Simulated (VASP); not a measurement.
# Pd in VASP: notebook

The runs below take Pd through single point, with PBE.

Everything below comes from runs of VASP 6.6.1. Logs are shortened: lines on timing, memory, paths and dates and some standing lists are left out, and cuts for length are marked.

## Step 1: The cell of the first run

The cell holds a slab with vacuum, 3 atoms: a = 2.789 Å, b = 2.789 Å, c = 14.877 Å, α = 90.00°, β = 90.00°, γ = 90.00°.

## Step 2: Single point, PBE

The input, INCAR:

```
PREC = Accurate
ENCUT = 400
EDIFF = 1E-6
ISMEAR = -1
SIGMA = 0.05
LREAL = F
LASPH = T
NELM = 120
ALGO = Normal
ISIF = 2
LWAVE = F
LCHARG = F
LDIPOL = T
IDIPOL = 3
DIPOL = 0.5 0.5 0.500
GGA = PE
NBANDS = 22
GGA_COMPAT = F
NELMDL = -8
```

The input, KPOINTS:

```
Automatic mesh
0
Gamma
  12 12 1
```

The input, POSCAR:

```
Pd
1.0
    2.7888697467      0.0000000000      0.0000000000
    0.0000000000      2.7888697467      0.0000000000
    0.0000000000      0.0000000000     14.8772000000
Pd
3
Direct
    0.0000000000      0.0000000000      0.3696933096
    0.5000000000      0.5000000000      0.4999999962
    0.0000000000      0.0000000000      0.6303066904
```

Potentials or basis: VASP PAW PBE potentials, release 64 (Pd).

Command:

```console
$ cat potpaw_PBE.64/Pd/POTCAR > POTCAR
$ mpirun -np 1 vasp_std > vasp.out
```

OUTCAR:

```text
PREC = Accurate
   ENCUT = 400
   EDIFF = 1E-6
   ISMEAR = -1
   LREAL = F
   LASPH = T
   NELM = 120
   ISIF = 2
   GGA = PE
   NELMDL = -8

 ion  position               nearest neighbor table
   1  0.000  0.000  0.370-   2 2.77   2 2.77   2 2.77   2 2.77
   2  0.500  0.500  0.500-   1 2.77   1 2.77   1 2.77   1 2.77   3 2.77   3 2.77   3 2.77   3 2.77

   3  0.000  0.000  0.630-   2 2.77   2 2.77   2 2.77   2 2.77

  LATTYP: Found a simple tetragonal cell.
 ALAT       =     2.7888697467
 C/A-ratio  =     5.3344907978

  Lattice vectors:

 A1 = (   2.7888697467,   0.0000000000,   0.0000000000)
 A2 = (   0.0000000000,   2.7888697467,   0.0000000000)
 A3 = (   0.0000000000,   0.0000000000,  14.8772000000)

Analysis of symmetry for initial positions (statically):
=====================================================================
 Subroutine PRICEL returns:
 Original cell was already a primitive cell.

 Routine SETGRP: Setting up the symmetry group for a
 simple tetragonal supercell.

 Subroutine GETGRP returns: Found 16 space group operations
 (whereof 16 operations were pure point group operations)
 out of a pool of 16 trial point group operations.

The static configuration has the point symmetry D_4h.

Analysis of symmetry for dynamics (positions and initial velocities):
=====================================================================
 Subroutine PRICEL returns:
 Original cell was already a primitive cell.

 Routine SETGRP: Setting up the symmetry group for a
 simple tetragonal supercell.

 Subroutine GETGRP returns: Found 16 space group operations
 (whereof 16 operations were pure point group operations)
 out of a pool of 16 trial point group operations.

The dynamic configuration has the point symmetry D_4h.

 Subroutine INISYM returns: Found 16 space group operations
 (whereof 16 operations are pure point group operations),
 and found     1 'primitive' translations

----------------------------------------------------------------------------------------

                                     Primitive cell

  volume of cell :     115.7118

  direct lattice vectors                    reciprocal lattice vectors
     2.788869747  0.000000000  0.000000000     0.358568198  0.000000000  0.000000000
     0.000000000  2.788869747  0.000000000     0.000000000  0.358568198  0.000000000
     0.000000000  0.000000000 14.877200000     0.000000000  0.000000000  0.067216949

  length of vectors
     2.788869747  2.788869747 14.877200000     0.358568198  0.358568198  0.067216949

  position of ions in fractional coordinates (direct lattice)
     0.000000000  0.000000000  0.369693310
     0.500000000  0.500000000  0.499999996
     0.000000000  0.000000000  0.630306690

  ion indices of the primitive-cell ions
   primitive index   ion index
                 1           1
                 2           2
                 3           3

----------------------------------------------------------------------------------------

 KPOINTS: Automatic mesh

Automatic generation of k-mesh.
 Grid dimensions read from file:
 generate k-points for:   12   12    1

 Generating k-lattice:

  Cartesian coordinates                     Fractional coordinates (reciprocal lattice)
     0.029880683  0.000000000  0.000000000     0.083333333  0.000000000  0.000000000
     0.000000000  0.029880683  0.000000000     0.000000000  0.083333333  0.000000000
     0.000000000  0.000000000  0.067216949     0.000000000  0.000000000  1.000000000

  Length of vectors
     0.029880683  0.029880683  0.067216949

  Shift w.r.t. Gamma in fractional coordinates (k-lattice)
     0.000000000  0.000000000  0.000000000

 Subroutine IBZKPT returns following result:
 ===========================================

 Found     28 irreducible k-points:

 Following reciprocal coordinates:
            Coordinates               Weight
  0.000000  0.000000  0.000000      1.000000
  0.083333  0.000000  0.000000      4.000000
  0.166667  0.000000  0.000000      4.000000
  0.250000  0.000000  0.000000      4.000000
  0.333333  0.000000  0.000000      4.000000
  0.416667  0.000000  0.000000      4.000000
[... 16 lines left out ...]
  0.333333  0.333333  0.000000      4.000000
  0.416667  0.333333  0.000000      8.000000
 [... further k-points ...]
   k-points           NKPTS =     28   k-points in BZ     NKDIM =     28   number of bands    NBANDS=     22
   number of dos      NEDOS =    301   number of ions     NIONS =      3
   total plane-waves  NPLWV =  31752
   dimension x,y,z NGX =    18 NGY =   18 NGZ =   98
   dimension x,y,z NGXF=    36 NGYF=   36 NGZF=  196
   ions per type =               3
   NGX,Y,Z   is equivalent  to a cutoff of  10.73, 10.73, 10.95 a.u.
   NGXF,Y,Z  is equivalent  to a cutoff of  21.46, 21.46, 21.90 a.u.
 SYSTEM =  unknown system
   PREC   = accura    normal or accurate (medium, high low for compatibility)
   ISTART =      0    job   : 0-new  1-cont  2-samecut
   ICHARG =      2    charge: 1-file 2-atom 10-const
   ISPIN  =      1    spin polarized calculation?
   LNONCOLLINEAR =      F non collinear calculations
   LSORBIT =      F    spin-orbit coupling
   LASPH  =      T    aspherical Exc in radial PAW
   ENCUT  =  400.0 eV  29.40 Ry    5.42 a.u.   4.55  4.55 24.26*2*pi/ulx,y,z
   NELM   =    120;   NELMIN=  2; NELMDL= -8     # of ELM steps
   EDIFF  = 0.1E-05   stopping-criterion for ELM
   LREAL  =      F    real-space projection
   EDIFFG = 0.1E-04   stopping-criterion for IOM
   NSW    =      0    number of steps for IOM
   IBRION =     -1    ionic relax: 0-MD 1-quasi-New 2-CG
   NFREE  =      0    steps in history (QN), initial steepest desc. (CG)
   ISIF   =      2    stress and relaxation
   ISYM   =      2    0-nonsym 1-usesym 2-fastsym
   POTIM  = 0.5000    time-step for ionic-motion
   TEBEG  =    0.0;   TEEND  =   0.0 temperature during run
   PSTRESS=    0.0 pullay stress
   NELECT =      30.0000    total number of electrons
   NUPDOWN=      -1.0000    fix difference up-down
   EMIN   =  10.00;   EMAX   =-10.00  energy-range for DOS
   EFERMI =   0.00;   METHOD = LEGACY
   ISMEAR =    -1;   SIGMA  =   0.05  broadening in eV -4-tet -1-fermi 0-gaus
   EFERMI_NEDOS =   21; number of points for ismear=-14 and -15
   IALGO  =     38    algorithm
   IMIX   =      4    mixing-type and parameters
     AMIX     =   0.40;   BMIX     =  1.00
     AMIX_MAG =   1.60;   BMIX_MAG =  1.00
  volume/ion in A,a.u.               =      38.57       260.29
  Fermi-wavevector in a.u.,A,eV,Ry     =   1.043893  1.972672 14.826443  1.089713
  Thomas-Fermi vector in A             =   2.178622
   LORBIT       =      0    0 simple, 1 ext, 2 COOP (PROOUT), +10 PAW based schemes
   GGA     = PE    functional components
   LHFCALC =     F    Hartree Fock is set to
   AEXX    =    0.0000 exact exchange contribution
   IVDW    =     0    specifies the selected vdW correction
   LEPSILON=     F    determine dielectric tensor
   LRPA    =     F    only Hartree local field effects (RPA)
 non-spin polarized calculation
  energy-cutoff  :      400.00
  volume of cell :      115.71
 maximum number of plane-waves:      2149
   NGX =  9   NGY =  9   NGZ = 49

 number of electron      30.0000017 magnetization

 dipolmoment           0.000000      0.000000      0.000000 electrons x Angstroem

 Free energy of the ion-electron system (eV)
  ---------------------------------------------------
  ext. energy  EPLUGINS =         0.00000000
  ---------------------------------------------------
  free energy    TOTEN  =       -14.19204197 eV

  energy without entropy =      -14.12903644  energy(sigma->0) =      -14.16053920

 E-fermi :   0.5830     XC(G=0):  -6.3007

 val. band max:        0.5822323035   @ k =   0.1667   0.1667   0.0000
 cond. band min:       0.5929766028   @ k =   0.5000   0.1667   0.0000
 fundamental gap:      0.0107442992
 Fermi energy:         0.5830464166

 k-point     1 :       0.0000    0.0000    0.0000
  band No.  band energies     occupation
      1      -5.3183      2.00000
      2      -3.9646      2.00000
      3      -3.8437      2.00000
      4      -3.5772      2.00000
      5      -2.9360      2.00000
      6      -2.1969      2.00000
[... 14 lines left out ...]
     21       7.0280      0.00000
     22       8.7405      0.00000

 k-point     2 :       0.0833    0.0000    0.0000
  band No.  band energies     occupation
      1      -5.1672      2.00000
      2      -3.8743      2.00000
      3      -3.7429      2.00000
      4      -3.4668      2.00000
      5      -2.8630      2.00000
      6      -2.1308      2.00000
[... 14 lines left out ...]
     21       7.2056      0.00000
     22       8.8562      0.00000

 k-point     3 :       0.1667    0.0000    0.0000
  band No.  band energies     occupation
      1      -4.7590      2.00000
      2      -3.7097      2.00000
      3      -3.3758      2.00000
      4      -3.3563      2.00000
      5      -2.4653      2.00000
      6      -1.9393      2.00000
[... 14 lines left out ...]
     21       7.7309      0.00000
     22       9.1996      0.00000
[... 476 lines left out ...]
 k-point    23 :       0.3333    0.3333    0.0000
  band No.  band energies     occupation
      1      -3.3678      2.00000
      2      -3.2416      2.00000
      3      -3.2359      2.00000
      4      -3.1763      2.00000
      5      -2.3282      2.00000
      6      -2.0203      2.00000
[... 14 lines left out ...]
     21       9.6470      0.00000
     22      10.5391      0.00000

 k-point    24 :       0.4167    0.3333    0.0000
  band No.  band energies     occupation
      1      -3.5474      2.00000
      2      -3.4358      2.00000
      3      -3.3967      2.00000
      4      -3.2949      2.00000
      5      -2.5590      2.00000
      6      -2.1847      2.00000
[... 14 lines left out ...]
     21      10.1112      0.00000
     22      10.7994      0.00000

 [... further k-points ...]

------------------------ aborting loop because EDIFF is reached ----------------------------------------

 vacuum level on the upper side and lower side of the slab       (xc-potential included)        -0.318        -0.318

  FORCE on cell =-STRESS in cart. coord.  units (eV):
  Direction    XX          YY          ZZ          XY          YZ          ZX
  --------------------------------------------------------------------------------------
  -------------------------------------------------------------------------------------
  Total       -2.1469772     -2.1469772     -0.2116771      0.0000000      0.0000000      0.0000000
  in kB      -29.7276338    -29.7276338     -2.9309387      0.0000000      0.0000000      0.0000000
  external PRESSURE =     -20.7954021 kB  Pullay stress =       0.0000000 kB

 VOLUME and BASIS-vectors are now :
 -----------------------------------------------------------------------------
  energy-cutoff  :      400.00
  volume of cell :      115.71
      direct lattice vectors                 reciprocal lattice vectors
     2.788869747  0.000000000  0.000000000     0.358568198  0.000000000  0.000000000
     0.000000000  2.788869747  0.000000000     0.000000000  0.358568198  0.000000000
     0.000000000  0.000000000 14.877200000     0.000000000  0.000000000  0.067216949

 POSITION                                       TOTAL-FORCE (eV/Angst)
 -----------------------------------------------------------------------------------
      0.00000      0.00000      5.50000         0.000000      0.000000      0.013782
      1.39443      1.39443      7.43860         0.000000      0.000000      0.000000
      0.00000      0.00000      9.37720         0.000000     -0.000000     -0.013782
 -----------------------------------------------------------------------------------
    total drift:                                0.000000      0.000000      0.000050

  FREE ENERGIE OF THE ION-ELECTRON SYSTEM (eV)
  ---------------------------------------------------
  free  energy   TOTEN  =       -14.1920419663 eV

  energy  without entropy=      -14.1290364370  energy(sigma->0) =      -14.16053920

 vacuum level on the upper side and lower side of the slab         5.384         5.384
```

Run time: 82 s. Hardware: 1 thread of Intel Xeon Platinum 8488C (Sapphire Rapids), shared host; peak memory 0.19 GiB.

What came out:

```
Free energy            : -14.1920 eV
Largest force          : 0.014 eV/Å
Band gap on the k mesh : zero (band 15 reaches 1.12 eV, above the bottom of band 16 at 0.41 eV)
```

Forces on the atoms (eV/Å):
```
Pd   0.000  0.000  0.014
Pd   0.000  0.000  0.000
Pd   0.000  0.000 -0.014
```

## Step 3: Single point, PBE

This run uses another cell than the first one, of 51.71 Å³/atom, 1.341 times its volume.

The input, INCAR:

```
PREC     = Accurate       # precision mode
ENCUT    = 400            # plane-wave cutoff, eV
EDIFF    = 1E-6           # SCF threshold, eV
ISMEAR   = -1             # smearing method
SIGMA    = 0.05           # smearing width, eV
LREAL    = False          # projectors in reciprocal space
LASPH    = True           # aspherical terms in the spheres
NELM     = 120            # most SCF steps
ALGO     = Normal         # electronic algorithm
ISIF     = 2              # what is computed and relaxed
LWAVE    = False          # write WAVECAR
LCHARG   = False          # write CHGCAR
LDIPOL   = True         
IDIPOL   = 3            
DIPOL    = 0.5 0.5 0.500
GGA      = PE             # functional
NBANDS   = 22             # bands
GGA_COMPAT= False        
NELMDL   = -8
```

The input, KPOINTS:

```
regular mesh
0
Gamma
  12 12 1
```

The input, POSCAR:

```
Pd
1.0
    2.7888697467      0.0000000000      0.0000000000
    0.0000000000      2.7888697467      0.0000000000
    0.0000000000      0.0000000000     19.9441000000
Pd
3
Direct
    0.0000000000      0.0000000000      0.4011222011
    0.5000000000      0.5000000000      0.5000000000
    0.0000000000      0.0000000000      0.5988777989
```

Potentials or basis: VASP PAW PBE potentials, release 64 (Pd).

Command:

```console
$ cat potpaw_PBE.64/Pd/POTCAR > POTCAR
$ mpirun -np 1 vasp_std > vasp.out
```

Run time: 2 min. Hardware: 1 thread of Intel Xeon Platinum 8488C (Sapphire Rapids), shared host; peak memory 0.22 GiB.

Results (log left out):

| Quantity | Value |
| --- | --- |
| Free energy | -14.1867 eV |
| Largest force | 0.175 eV/Å |
| Band gap on the k mesh | zero (band 15 reaches -0.29 eV, above the bottom of band 16 at -1.03 eV) |

Forces in eV/Å, atoms in the order of the input:
```
Pd   0.000  0.000  0.175
Pd   0.000  0.000  0.000
Pd   0.000  0.000 -0.175
```

Levels at points of the mesh, in eV from the Fermi level:
| k point | band 13 | band 14 | band 15 | band 16 | band 17 | band 18 |
| --- | --- | --- | --- | --- | --- | --- |
| (0.00, 0.00, 0.00) | -0.80 | -0.27 | 0.02 | 0.07 | 0.07 | 0.66 |
| (0.50, 0.00, 0.00) | -0.26 | -0.25 | -0.05 | 1.83 | 2.22 | 2.36 |
| (0.50, 0.50, 0.00) | 0.35 | 0.58 | 0.58 | 4.83 | 4.83 | 7.82 |
